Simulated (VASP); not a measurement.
Crystal: Ta.

```
Ta
1.0
    -1.65128    1.65128    1.65128
     1.65128   -1.65128    1.65128
     1.65128    1.65128   -1.65128
Ta
1
Direct
  0.00000 0.00000 0.00000
```

- Program: VASP 6.6.1
- Task: relaxation of cell and atoms
- Functional: RPBE
- Dispersion: D3(BJ)
- Potentials or basis: VASP PAW PBE potentials, release 64 (Ta_pv)
- Cutoff: 600 eV
- k mesh: 11 × 11 × 11
- Occupations: fermi-dirac, width 0.05 eV
- Spin: no spin polarisation

At the start: pressure -38.1 GPa; volume 18.01 Å³/atom.

Task: Where does the relaxation end?

Result: Over 5 steps the energy falls by 386.3 meV/atom and the volume is 15.18 Å³/atom (-15.7 %); space group Im-3m (No. 229, to 0.05 Å).

The path:
```
step  energy change (eV)  largest force (eV/Å)  pressure (GPa)  volume (Å³)
   1              0.0000                0.0000          -38.11        18.01
   2              4.3431                0.0000          385.54         8.99
   3             -0.3795                0.0000           -6.37        15.51
   4             -0.3854                0.0000           -2.38        15.30
   5             -0.3863                0.0000            0.02        15.18
```

Final structure:
```xyz
1
Lattice="-1.5597 1.5597 1.5597 1.5597 -1.5597 1.5597 1.5597 1.5597 -1.5597" Properties=species:S:1:pos:R:3 pbc="T T T"
Ta    0.0000    0.0000    0.0000
```

Caveat: the volume moved by over 15 % at a fixed basis, so the end points are rough; the PAW data sets were made with another functional, which shifts forces and pressure a little; the volume moved by -16 % from the deposited cell, more than functionals usually miss; pairwise dispersion overbinds metals, which lowers pressure and volume.
